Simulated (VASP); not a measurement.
A run of VASP 6.6.1:

File INCAR:

```
SYSTEM = MoS2
ALGO = Normal
EDIFF = 1E-7
ENCUT = 520
GGA = PS
ISIF = 2
ISMEAR = 0
LASPH = .True.
LCHARG = .True.
LELF = .True.
LREAL = .False.
LVHAR = .True.
LWAVE = .False.
NBANDS = 20
NELM = 60
PREC = Accurate
SIGMA = 0.05
```

KPOINTS

```
k-points
0
Gamma
  10 10 5
  0 0 0
```

Contents of POSCAR:

```
MoS2
1.0
    3.2838513063      0.0000000000      0.0000000000
   -1.6419251444      2.8438979618      0.0000000000
    0.0000000000      0.0000000000      6.4227567789
Mo S
1 2
Direct
    0.0000000000      0.0000000000      0.5000000000
    0.3333333333      0.6666666667      0.2553190000
    0.6666666667      0.3333333333      0.7446810000
```

Potentials or basis: VASP PAW PBE potentials, release 64 (Mo_sv, S).

Run with:

```bash
$ cat potpaw_PBE.64/Mo_sv/POTCAR potpaw_PBE.64/S/POTCAR > POTCAR
$ mpirun -np 1 vasp_std > vasp.out
```

Hardware: 1 thread of Intel Xeon 8259CL, on a shared host.

How long does it take, and how much memory?

It took 80 s on 1 thread of Intel Xeon 8259CL, with other jobs on the host, peak memory 0.21 GiB. Counts: scf iterations 16, k points 58.
